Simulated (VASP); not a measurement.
# GdN (Fm-3m) in VASP: further runs, part 2 of 2

VASP 6.6.1. Earlier steps stand in the parts before.

**4. Single point, PBE+U, collinear spin, ferrimagnetic start**

This run uses another cell than the first one, of 15.71 Å³/atom, 1.063 times its volume.

Input file INCAR:

```
PREC = Accurate ; ENCUT = 520
EDIFF = 1E-7 ; ISMEAR = 0
SIGMA = 0.05 ; LREAL = F
LASPH = T ; NELM = 150
ALGO = Normal ; ISIF = 2
LWAVE = F ; LCHARG = F
ISPIN = 2 ; MAGMOM = 7.63 -0.16
LORBIT = 11 ; LMAXMIX = 6
LDAU = T ; LDAUTYPE = 2
LDAUL = 3 -1 ; LDAUU = 6 0
LDAUJ = 0 0 ; LDAUPRINT = 1
GGA = PE ; NBANDS = 22
```

Input file KPOINTS:

```
regular mesh
0
Gamma
  8 8 8
```

Input file POSCAR:

```
GdN
1.0
    0.0000000000      2.5043655497      2.5043655497
    2.5043655497      0.0000000000      2.5043655497
    2.5043655497      2.5043655497      0.0000000000
Gd N
1 1
Direct
    0.5000000000      0.5000000000      0.5000000000
    0.0000000000      0.0000000000      0.0000000000
```

Run with:

```bash
$ cat potpaw_PBE.64/Gd/POTCAR potpaw_PBE.64/N/POTCAR > POTCAR
$ mpirun -np 1 vasp_std > vasp.out
```

Run time: 2.4 min. Hardware: 1 thread of AMD EPYC, shared host; peak memory 0.17 GiB.

It converged, with:

```
Free energy                                           : -22.8110 eV
Pressure                                              : -0.2 GPa
Band gap on the k mesh                                : zero (filled and empty bands overlap)
Net moment                                            : 7.00 μB per cell
Site moments                                          : Gd +6.87; N -0.11 μB
Valence electrons inside the program's atomic spheres : Gd 15.21; N 3.63
```

Levels at points of the mesh, in eV from the Fermi level:
Spin up:
| k point | band 13 | band 14 | band 15 | band 16 | band 17 | band 18 |
| --- | --- | --- | --- | --- | --- | --- |
| (0.00, 0.00, 0.00) | 0.25 | 0.25 | 0.25 | 2.66 | 2.66 | 2.66 |
| (0.50, 0.00, 0.00) | -4.12 | -2.30 | -2.30 | 5.25 | 5.96 | 5.96 |
| (0.50, 0.50, 0.00) | -1.25 | -0.25 | -0.14 | -0.14 | 6.57 | 6.59 |
Spin down:
```tsv
k point	band 6	band 7	band 8	band 9	band 10	band 11
(0.00, 0.00, 0.00)	-0.31	-0.31	-0.31	3.47	3.47	3.47
(0.50, 0.00, 0.00)	-3.87	-2.22	-2.22	4.51	4.88	4.88
(0.50, 0.50, 0.00)	-0.95	-0.40	-0.40	0.40	4.94	4.97
```

Eigenvalues of the final occupation matrices:
```tsv
site	spin	trace	eigenvalues
site 1 f	1	6.94	0.99 0.99 0.99 0.99 0.99 0.99 0.99
site 1 f	2	0.04	0.00 0.00 0.00 0.00 0.01 0.01 0.01
```

Caveat: spin-orbit coupling is left out, which moves the levels of the heavy elements; a cell with one magnetic atom can't hold antiferromagnetic order, which such compounds often take. The state reached can hang on the start; a lower one may exist.

**5. Single point, PBE+U, collinear spin, ferrimagnetic start**

This run uses another cell than the first one, of 16.01 Å³/atom, 1.083 times its volume.

Input file INCAR:

```
SYSTEM = GdN
PREC     = Accurate       ! precision mode
ENCUT    = 520            ! plane-wave cutoff, eV
EDIFF    = 1E-7           ! SCF threshold, eV
ISMEAR   = 0              ! smearing method
SIGMA    = 0.05           ! smearing width, eV
LREAL    = .FALSE.        ! projectors in reciprocal space
LASPH    = .TRUE.         ! aspherical terms in the spheres
NELM     = 150            ! most SCF steps
ALGO     = Normal         ! electronic algorithm
ISIF     = 2              ! what is computed and relaxed
LWAVE    = .FALSE.        ! write WAVECAR
LCHARG   = .TRUE.         ! write CHGCAR
ISPIN    = 2              ! spin polarisation
MAGMOM   = 7.64 -0.15     ! initial moments
LORBIT   = 11             ! projections on sites
LMAXMIX  = 6              ! l up to which the mixer works
LDAU     = .TRUE.         ! DFT+U
LDAUTYPE = 2            
LDAUL    = 3 -1           ! shell
LDAUU    = 6 0            ! U, eV
LDAUJ    = 0 0          
LDAUPRINT= 1            
GGA      = PE             ! functional
LELF     = .TRUE.         ! ELF
LVHAR    = .TRUE.       
NBANDS   = 22             ! bands
```

Input file KPOINTS:

```
regular mesh
0
G
  8 8 8
  0 0 0
```

Input file POSCAR:

```
GdN
1.0
    0.0000000000      2.5206281193      2.5206281193
    2.5206281193      0.0000000000      2.5206281193
    2.5206281193      2.5206281193      0.0000000000
Gd N
1 1
Direct
    0.5000000000      0.5000000000      0.5000000000
    0.0000000000      0.0000000000      0.0000000000
```

Run with:

```bash
$ cat potpaw_PBE.64/Gd/POTCAR potpaw_PBE.64/N/POTCAR > POTCAR
$ mpirun -np 1 vasp_std > vasp.out
```

Run time: 2.2 min. Hardware: 1 thread of AMD EPYC, shared host; peak memory 0.17 GiB.

Results (log left out):

```
Free energy                                           : -22.8053 eV
Pressure                                              : -3.0 GPa
Band gap on the k mesh                                : zero (filled and empty bands overlap)
Net moment                                            : 7.00 μB per cell
Site moments                                          : Gd +6.87; N -0.11 μB
Valence electrons inside the program's atomic spheres : Gd 15.19; N 3.62
```

Levels at points of the mesh, in eV from the Fermi level:
Spin up:
| k point | band 11 | band 12 | band 13 | band 14 | band 15 | band 16 | band 17 | band 18 | band 19 | band 20 |
| --- | --- | --- | --- | --- | --- | --- | --- | --- | --- | --- |
| (0.00, 0.00, 0.00) | -6.17 | -6.17 | 0.23 | 0.23 | 0.23 | 2.63 | 2.63 | 2.63 | 3.15 | 4.65 |
| (0.50, 0.00, 0.00) | -6.16 | -6.13 | -4.07 | -2.26 | -2.26 | 5.15 | 5.84 | 5.84 | 6.49 | 9.75 |
| (0.50, 0.50, 0.00) | -6.22 | -6.21 | -1.29 | -0.22 | -0.17 | -0.17 | 6.39 | 6.44 | 7.46 | 7.46 |
Spin down:
| k point | band 4 | band 5 | band 6 | band 7 | band 8 | band 9 | band 10 | band 11 | band 12 | band 13 |
| --- | --- | --- | --- | --- | --- | --- | --- | --- | --- | --- |
| (0.00, 0.00, 0.00) | -18.53 | -12.77 | -0.31 | -0.31 | -0.31 | 3.43 | 3.43 | 3.43 | 3.63 | 4.46 |
| (0.50, 0.00, 0.00) | -18.62 | -10.98 | -3.83 | -2.17 | -2.17 | 4.43 | 4.78 | 4.78 | 5.07 | 5.07 |
| (0.50, 0.50, 0.00) | -18.91 | -12.46 | -1.01 | -0.43 | -0.43 | 0.42 | 4.85 | 4.88 | 4.99 | 4.99 |

Eigenvalues of the final occupation matrices:
| site | spin | trace | eigenvalues |
| --- | --- | --- | --- |
| site 1 f | 1 | 6.94 | 0.99 0.99 0.99 0.99 0.99 0.99 0.99 |
| site 1 f | 2 | 0.04 | 0.00 0.00 0.00 0.00 0.01 0.01 0.01 |

Caveat: spin-orbit coupling is left out, which moves the levels of the heavy elements; a cell with one magnetic atom can't hold antiferromagnetic order, which such compounds often take. The state reached can hang on the start; a lower one may exist.

**6. The runs side by side**

| cell | gap on the mesh (eV) | pressure (GPa) | moment (μB) |
| --- | --- | --- | --- |
| a = 3.471 Å, angles 60.0°, 2 atoms | none | 9.9 | 7.00 |
| a = 3.495 Å, angles 60.0°, 2 atoms | none | 6.2 | 7.00 |
| a = 3.542 Å, angles 60.0°, 2 atoms | none | -0.2 | 7.00 |
| a = 3.565 Å, angles 60.0°, 2 atoms | none | -3.0 | 7.00 |

Alike in all rows: task single point; level PBE+U; potentials or basis VASP PAW PBE potentials, release 64 (Gd, N); spin collinear, ferrimagnetic start; Gd f U = 6.0 eV; k mesh 8 × 8 × 8; cutoff (eV) 520; smearing gaussian 0.05 eV.

Caveats: spin-orbit coupling is left out, which moves the levels of the heavy elements; a cell with one magnetic atom can't hold antiferromagnetic order, which such compounds often take.

Total energies depend on the potentials used, so only differences within one code and one set of settings carry meaning.
